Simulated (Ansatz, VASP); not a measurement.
**Two plane-wave programs on B10Pb**

```
CELL_PARAMETERS angstrom
5.25509 0.00000 0.00000
-2.62755 4.55104 0.00000
0.00000 0.00000 4.38584
ATOMIC_POSITIONS crystal
B 0.79120 0.20880 0.00000
B 0.79120 0.58240 0.00000
B 0.41760 0.20880 0.00000
B 0.20880 0.79120 0.00000
B 0.20880 0.41760 0.00000
B 0.58240 0.79120 0.00000
B 0.33333 0.66667 0.31692
B 0.33333 0.66667 0.68308
B 0.66667 0.33333 0.68308
B 0.66667 0.33333 0.31692
Pb 0.00000 0.00000 0.50000
```

Alike in both runs: functional PBE; k mesh 12 × 12 × 8; occupations gaussian, width 0.1 eV; no spin polarisation.

Ansatz relaxed the structure, and its values are those at the end. VASP's run is a single point on that final structure, the one shown.

```csv
,VASP,Ansatz
version,VASP 6.6.1,Ansatz 0.2.0
potentials or method,"VASP PAW PBE potentials, release 64 (B, Pb_d), cutoff 520 eV","scalar-relativistic, plane waves, PAW"
valence electrons in the cell,44,44
```

Ansatz gave:

```
gap on the k mesh at the Fermi level (eV) : none
pressure (GPa)                            : 0.0
rms of the force components (eV/Å)        : 0.000
```

**Question.** Estimate VASP's values.

**Answer.** gap on the k mesh at the Fermi level (eV): none; pressure (GPa): 0.0; rms of the force components (eV/Å): 0.004.

A gap of «none» marks a metal or a gap that the smearing closes.

Spin-orbit coupling is off throughout.
